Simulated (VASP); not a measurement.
Write the native input for VASP 6.6.1 that does the following.

* Task: single point
* Functional: LDA
* Potentials or basis: VASP PAW LDA potentials, release 64 (Si, O)
* Cutoff: 520 eV
* k mesh: 6 × 6 × 10
* Occupations: gaussian, width 0.05 eV
* Spin: no spin polarisation
* Dipole correction: no
* Further INCAR settings: ALGO = Normal; EDIFF = 1e-06; NBANDS = 25

The structure of SiO2 lies in POSCAR:

```
SiO2
1.0
    4.0659984106      0.0000000000      0.0000000000
    0.0000000000      4.0659984106      0.0000000000
    0.0000000000      0.0000000000      2.3346962874
Si O
2 4
Direct
    0.5000000000      0.5000000000      0.5000000000
    0.0000000000      0.0000000000      0.0000000000
    0.6944252994      0.6944252994      0.0000000000
    0.1944252994      0.8055747006      0.5000000000
    0.3055747006      0.3055747006      0.0000000000
    0.8055747006      0.1944252994      0.5000000000
```

The input as run:

INCAR

```
PREC = Accurate
ENCUT = 520
EDIFF = 1E-6
ISMEAR = 0
SIGMA = 0.05
LREAL = F
LASPH = T
NELM = 80
ALGO = Normal
ISIF = 2
LWAVE = F
LCHARG = F
NBANDS = 25
```

KPOINTS

```
Automatic mesh
0
Gamma
  6 6 10
```

Potentials or basis: VASP PAW LDA potentials, release 64 (Si, O).

The run is started by

```console
$ cat potpaw_LDA.64/Si/POTCAR potpaw_LDA.64/O/POTCAR > POTCAR
$ mpirun -np 1 vasp_std > vasp.out
```

Results of the run:

| Property | Result |
| --- | --- |
| Pressure | 97.0 GPa |
| Largest force | 1.760 eV/Å |
| Band gap on the k mesh | 9.06 eV (least direct gap 9.10 eV) |

Caveat: the cell stands under pressure; forces of over 1 eV/Å act on the atoms, so gaps and moduli don't describe the material at rest.

Run time: 60 s on 1 thread of Intel Xeon 8259CL, on a shared host, peak memory 0.15 GiB.
